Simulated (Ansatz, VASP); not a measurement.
# PbS in VASP and in Ansatz

File POSCAR:

```
PbS
1.0
    3.6536590000      0.0000000000      0.0000000000
    0.0000000000      3.6536590000      0.0000000000
    0.0000000000      0.0000000000      3.6536590000
Pb S
1 1
Direct
    0.0000000000      0.0000000000      0.0000000000
    0.5000000000      0.5000000000      0.5000000000
```

File INCAR.step1:

```
SYSTEM = PbS
ALGO     = Normal         ! electronic algorithm
EDIFF    = 1E-5           ! SCF threshold, eV
ENCUT    = 520            ! plane-wave cutoff, eV
GGA      = PE             ! functional
ISIF     = 2              ! what is computed and relaxed
ISMEAR   = -1             ! smearing method
LASPH    = .TRUE.         ! aspherical terms in the spheres
LCHARG   = .FALSE.        ! write CHGCAR
LREAL    = .FALSE.        ! projectors in reciprocal space
LWAVE    = .TRUE.         ! write WAVECAR
NBANDS   = 17             ! bands
NELM     = 60             ! most SCF steps
PREC     = Accurate       ! precision mode
SIGMA    = 0.05           ! smearing width, eV
```

INCAR.step2

```
SYSTEM = PbS
AEXX     = 0.3            ! exact-exchange fraction
ALGO     = Normal         ! electronic algorithm
EDIFF    = 1E-7           ! SCF threshold, eV
ENCUT    = 520            ! plane-wave cutoff, eV
GGA      = PE             ! functional
HFSCREEN = 0.2            ! screening, 1/A
ISIF     = 2              ! what is computed and relaxed
ISMEAR   = -1             ! smearing method
ISTART   = 1            
LASPH    = .TRUE.         ! aspherical terms in the spheres
LCHARG   = .FALSE.        ! write CHGCAR
LHFCALC  = .TRUE.         ! exact exchange
LREAL    = .FALSE.        ! projectors in reciprocal space
LWAVE    = .FALSE.        ! write WAVECAR
NBANDS   = 17             ! bands
NELM     = 60             ! most SCF steps
PREC     = Accurate       ! precision mode
PRECFOCK = Normal       
SIGMA    = 0.05           ! smearing width, eV
```

KPOINTS

```
k-points
0
G
  4 4 4
  0 0 0
```

The input input.yaml:

```yaml
crystal:
  lattice:
    - [3.653659, 0.0, 0.0]
    - [0.0, 3.653659, 0.0]
    - [0.0, 0.0, 3.653659]
  atoms:
    - { symbol: Pb, position: [0.0, 0.0, 0.0] }
    - { symbol: S, position: [0.5, 0.5, 0.5] }
hamiltonian:
  xc: { exchange: pbe, correlation: pbe, exx: { coeff: 0.3, omega: 0.2 } }
  pseudopotentials: { kind: paw }
kpoints:
  mp_grid: { grid: [4, 4, 4] }
scf:
  occupations: { method: fermi_dirac, width: 0.05 }
output:
  forces: true
  stress: true
  eigenvalues: true
```

Alike in both runs: task single point; functional PBE-based screened hybrid; k mesh 4 × 4 × 4; occupations fermi-dirac, width 0.05 eV; no spin polarisation.

|  | VASP | Ansatz |
| --- | --- | --- |
| version | VASP 6.6.1 | Ansatz 0.2.0 |
| potentials or method | VASP PAW PBE potentials, release 64 (Pb_d, S) | Ansatz PAW |
| plane-wave cutoff (eV) | 520 | 420 |
| valence electrons in the cell | 20 | 20 |

Ansatz gave:

* gap on the k mesh at the Fermi level (eV): none
* pressure (GPa): -2.0

Problem. Estimate VASP's values.

Solution. gap on the k mesh at the Fermi level (eV): none; pressure (GPa): -2.1.

VASP's potentials were made for PBE, not for PBE-based screened hybrid. A gap of «none» marks a metal or a gap that the smearing closes.

The k mesh is coarse, so the values compare programs but aren't converged. Spin-orbit coupling is off throughout.
